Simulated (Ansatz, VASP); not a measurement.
## One calculation of AlN, two programs

Contents of INCAR:

```
SYSTEM = AlN
  PREC = Accurate
  ENCUT = 600
  EDIFF = 1E-6
  ISMEAR = -1
  SIGMA = 0.1
  LREAL = .FALSE.
  LASPH = .TRUE.
  NELM = 60
  ALGO = Normal
  ISIF = 3
  LWAVE = .FALSE.
  LCHARG = .FALSE.
  GGA = PE
  IBRION = 2
  NSW = 60
  EDIFFG = -0.005
```

File KPOINTS:

```
Automatic mesh
0
G
  16 16 16
  0 0 0
```

File POSCAR:

```
AlN
1.0
    0.0000000000      2.1544346900      2.1544346900
    2.1544346900      0.0000000000      2.1544346900
    2.1544346900      2.1544346900      0.0000000000
Al N
1 1
Direct
    0.0000000000      0.0000000000      0.0000000000
    0.5000000000      0.5000000000      0.5000000000
```

Input for Ansatz:

```yaml
crystal:
  lattice:
    - [0.0, 2.15443469, 2.15443469]
    - [2.15443469, 0.0, 2.15443469]
    - [2.15443469, 2.15443469, 0.0]
  atoms:
    - { symbol: Al, position: [0.0, 0.0, 0.0] }
    - { symbol: "N", position: [0.5, 0.5, 0.5] }
kpoints:
  mp_grid: { grid: [16, 16, 16] }
scf:
  occupations: { method: fermi_dirac, width: 0.1 }
hamiltonian:
  xc: pbe
  pseudopotentials: { kind: paw }
output:
  forces: true
  stress: true
relax:
  f_tol: 0.005
  max_steps: 40
  cell: {}
```

Alike in both runs: task relaxation of cell and atoms; functional PBE; k mesh 16 × 16 × 16; occupations fermi-dirac, width 0.1 eV; no spin polarisation.

|  | VASP | Ansatz |
| --- | --- | --- |
| version | VASP 6.6.1 | Ansatz 0.2.0 |
| potentials or method | VASP PAW PBE potentials, release 64 (Al, N) | PAW with Ansatz's default frozen-core files, scalar-relativistic |
| plane-wave cutoff (eV) | 600 | 420 |
| valence electrons in the cell | 8 | 8 |

Ansatz gave:

```
relaxed volume (Å³/atom)                                        : 8.43
relaxed length of the cell vector where the two differ most in proportion (Å) : 2.878
```

Problem. Estimate VASP's values.

Solution. Relaxed volume (Å³/atom): 8.42; relaxed length of the cell vector where the two differ most in proportion (Å): 2.877.

Noted on VASP's run: the volume moved by over 15 % at a fixed basis, so the end points are rough.
